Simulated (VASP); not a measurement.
A run of VASP 6.6.1:

The input INCAR:

```
SYSTEM = BaCINO
PREC = Accurate
ENCUT = 520
EDIFF = 1E-7
ISMEAR = -1
SIGMA = 0.02
LREAL = Auto
LASPH = .TRUE.
NELM = 100
ALGO = Normal
ISIF = 2
LWAVE = .FALSE.
LCHARG = .FALSE.
GGA = PE
NBANDS = 80
```

File KPOINTS:

```
Automatic mesh
0
G
  3 5 2
  0 0 0
```

POSCAR

```
BaCINO
1.0
    8.5452400000      0.0000000000      0.0000000000
    0.0000000000      4.7462200000      0.0000000000
    0.0000000000      0.0000000000     11.6013300000
Ba C I N O
4 4 4 4 4
Direct
    0.7691893440      0.7500000000      0.6508324077
    0.7308106560      0.2500000000      0.1508324077
    0.2691893440      0.7500000000      0.8491675923
    0.2308106560      0.2500000000      0.3491675923
    0.6184974373      0.2500000000      0.4513339884
    0.8815025627      0.7500000000      0.9513339884
    0.1184974373      0.2500000000      0.0486660116
    0.3815025627      0.7500000000      0.5486660116
    0.0932026585      0.2500000000      0.6430700835
    0.4067973415      0.7500000000      0.1430700835
    0.5932026585      0.2500000000      0.8569299165
    0.9067973415      0.7500000000      0.3569299165
    0.3285536483      0.7500000000      0.4535169798
    0.1714463517      0.2500000000      0.9535169798
    0.8285536483      0.7500000000      0.0464830202
    0.6714463517      0.2500000000      0.5464830202
    0.4375820875      0.7500000000      0.6453577971
    0.0624179125      0.2500000000      0.1453577971
    0.9375820875      0.7500000000      0.8546422029
    0.5624179125      0.2500000000      0.3546422029
```

Potentials or basis: VASP PAW PBE potentials, release 64 (Ba_sv, C, I, N, O).

Launch:

```console
$ cat potpaw_PBE.64/Ba_sv/POTCAR potpaw_PBE.64/C/POTCAR potpaw_PBE.64/I/POTCAR potpaw_PBE.64/N/POTCAR potpaw_PBE.64/O/POTCAR > POTCAR
$ mpirun -np 1 vasp_std > vasp.out
```

Hardware: 1 thread of AMD EPYC 9R45 96-Core Processor (Zen 5), with other jobs on the host.

**Question.** Estimate the wall time of this run.

**Answer.** It took 9.7 min on 1 thread of AMD EPYC 9R45 96-Core Processor (Zen 5), with other jobs on the host, peak memory 0.62 GiB. Counts: scf iterations 18, k points 12.
